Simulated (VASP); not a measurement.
**Fe: single point with PBE**

The system is Fe.

```
Fe
1.0
     0.00000    1.83988    1.83988
     1.83988    0.00000    1.83988
     1.83988    1.83988    0.00000
Fe
1
Direct
  0.00000 0.00000 0.00000
```

This cell differs from its parent crystal: volume scaled by 1.02.

```yaml
Program: VASP 6.6.1
Task: single point
Functional: PBE
Potentials_or_basis: VASP PAW PBE potentials, release 64 (Fe)
Cutoff: 520 eV
k_mesh: 12 × 12 × 12
Occupations: fermi-dirac, width 0.05 eV
Spin: collinear spin, ferromagnetic start
Starting_moments: "[3.0] μB"
Dipole_correction: no
Further_INCAR_settings: ALGO = Normal; EDIFF = 1e-06; NBANDS = 14
```

- Pressure: -4.7 GPa
- Net moment: 2.66 μB per cell
- Site moments: Fe +2.66 μB
- Valence electrons inside the program's atomic spheres: Fe 7.09

Levels at points of the mesh, in eV from the Fermi level:
Spin up:
```tsv
k point	band 3	band 4	band 5	band 6	band 7	band 8
(0.00, 0.00, 0.00)	-2.47	-2.47	-1.56	-1.56	21.44	25.21
(0.50, 0.00, 0.00)	-2.63	-0.68	-0.68	-0.18	5.62	20.09
(0.50, 0.50, 0.00)	-0.83	-0.41	-0.41	2.35	8.80	13.64
```
Spin down:
| k point | band 1 | band 2 | band 3 | band 4 | band 5 | band 6 | band 7 | band 8 |
| --- | --- | --- | --- | --- | --- | --- | --- | --- |
| (0.00, 0.00, 0.00) | -7.99 | -0.04 | -0.04 | -0.04 | 1.50 | 1.50 | 21.04 | 25.62 |
| (0.50, 0.00, 0.00) | -3.32 | -0.05 | -0.01 | -0.01 | 2.24 | 2.24 | 7.33 | 19.72 |
| (0.50, 0.50, 0.00) | -3.02 | -2.30 | 2.36 | 2.37 | 2.37 | 2.58 | 10.36 | 14.13 |

Run time: 21 s on 1 thread of Intel Xeon 6975P-C, on a shared host, peak memory 0.14 GiB.
